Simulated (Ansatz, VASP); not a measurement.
# CuF in VASP and in Ansatz

Contents of INCAR:

```
ALGO = Normal ; EDIFF = 1E-6
ENCUT = 520 ; GGA = PE
ISIF = 2 ; ISMEAR = -1
LASPH = T ; LCHARG = F
LREAL = F ; LWAVE = F
NBANDS = 26 ; NELM = 60
PREC = Accurate ; SIGMA = 0.02
```

The input KPOINTS:

```
k-points
0
Gamma
  9 9 4
```

POSCAR

```
CuF
1.0
    3.5000976895      0.0000000000      0.0000000000
   -1.7500488448      3.0311735149      0.0000000000
    0.0000000000      0.0000000000      5.4596043862
Cu F
2 2
Direct
    0.3333333333      0.6666666667      0.2500000000
    0.6666666667      0.3333333333      0.7500000000
    0.6666666667      0.3333333333      0.2500000000
    0.3333333333      0.6666666667      0.7500000000
```

Input for Ansatz:

```yaml
crystal:
  lattice:
    - [3.5000976895, 0.0, 0.0]
    - [-1.7500488448, 3.0311735149, 0.0]
    - [0.0, 0.0, 5.4596043862]
  atoms:
    - { symbol: Cu, position: [0.3333333333, 0.6666666667, 0.25] }
    - { symbol: Cu, position: [0.6666666667, 0.3333333333, 0.75] }
    - { symbol: F, position: [0.6666666667, 0.3333333333, 0.25] }
    - { symbol: F, position: [0.3333333333, 0.6666666667, 0.75] }
kpoints:
  mp_grid: { grid: [9, 9, 4] }
hamiltonian:
  xc: pbe
scf:
  occupations: { method: fermi_dirac, width: 0.02 }
  n_extra_bands: 5
output:
  forces: true
  stress: true
  eigenvalues: true
```

Alike in both runs: task single point; functional PBE; k mesh 9 × 9 × 4; occupations fermi-dirac, width 0.02 eV; no spin polarisation.

|  | VASP | Ansatz |
| --- | --- | --- |
| version | VASP 6.6.1 | Ansatz 0.2.0 |
| potentials or method | VASP PAW PBE potentials, release 64 (Cu, F) | plane waves, PAW |
| plane-wave cutoff (eV) | 520 | 420 |
| valence electrons in the cell | 36 | 52 |

VASP gave:

| Property | Result |
| --- | --- |
| pressure (GPa) | 2.2 |
| traceless stress, the component that is largest in VASP (GPa) | -1.55 |

Task: Which values does Ansatz return?

Result: Pressure (GPa): 2.0; traceless stress, the component that is largest in VASP (GPa): -1.15.

VASP's potentials hold 36 valence electrons a cell and Ansatz's 52, so a difference there can come from the potentials and not from the codes.
